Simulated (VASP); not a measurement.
Write the native input for VASP 6.6.1 that does the following.

| Quantity | Value |
| --- | --- |
| Task | relaxation of cell and atoms |
| Functional | PBE |
| Potentials or basis | VASP PAW PBE potentials, release 64 (Ba_sv, Be, C) |
| Cutoff | 600 eV |
| k mesh | 4 × 4 × 2 |
| Occupations | gaussian, width 0.1 eV |
| Spin | no spin polarisation |
| Dipole correction | no |
| Further INCAR settings | ALGO = Normal; EDIFF = 1e-06; IBRION = 2; EDIFFG = -0.04; NSW = 90; ISIF = 3 |

The structure of BaBe7C4 lies in POSCAR:

```
BaBe7C4
1.0
    2.7692177000     -6.6094514700      0.0000000000
    2.7692177000      6.6094514700      0.0000000000
    0.0000000000      0.0000000000      7.8221782400
Ba Be C
1 7 4
Direct
    0.0000000000      0.0000000000      0.5000000000
    0.5000000000      0.5000000000      0.0000000000
    0.4086509500      0.5913490500      0.6447995000
    0.5913490500      0.4086509500      0.6447995000
    0.4086509500      0.5913490500      0.3552005000
    0.5913490500      0.4086509500      0.3552005000
    0.5000000000      0.0000000000      0.5000000000
    0.0000000000      0.5000000000      0.5000000000
    0.5000000000      0.5000000000      0.7895990000
    0.5000000000      0.5000000000      0.2104010000
    0.3173019000      0.6826981000      0.5000000000
    0.6826981000      0.3173019000      0.5000000000
```

The cell was built from a structure type or drawn by symmetry, and may not be a known phase.

One way to write it, as run:

INCAR

```
SYSTEM = BaBe7C4
  PREC = Accurate
  ENCUT = 600
  EDIFF = 1E-6
  ISMEAR = 0
  SIGMA = 0.1
  LREAL = .FALSE.
  LASPH = .TRUE.
  NELM = 100
  ALGO = Normal
  ISIF = 3
  LWAVE = .FALSE.
  LCHARG = .FALSE.
  GGA = PE
  IBRION = 2
  NSW = 90
  EDIFFG = -0.04
```

KPOINTS

```
Automatic mesh
0
G
  4 4 2
  0 0 0
```

Potentials or basis: VASP PAW PBE potentials, release 64 (Ba_sv, Be, C).

The run is started by

```console
$ cat potpaw_PBE.64/Ba_sv/POTCAR potpaw_PBE.64/Be/POTCAR potpaw_PBE.64/C/POTCAR > POTCAR
$ mpirun -np 1 vasp_std > vasp.out
```

It gave:

The relaxed volume is 22.09 Å³/atom. The relaxed cell is a = 7.659 Å, b = 7.659 Å, c = 7.056 Å, α = 90.00°, β = 90.00°, γ = 140.18° and the space group after relaxing (to 0.1 Å) is Cmmm (No. 65). The energy gained by relaxing is 97.6 meV/atom, the ionic steps are 21 and the pressure after relaxing is 0.0 GPa. The largest force after relaxing is 0.027 eV/Å and the band gap on the k mesh is 0.91 eV (least direct gap 1.14 eV).

Caveat: spin-orbit coupling is left out, which moves the levels of the heavy elements.

Wall time 31 min on 1 thread of Intel(R) Xeon(R) 6975P-C (Granite Rapids), on a shared host, peak memory 0.65 GiB.
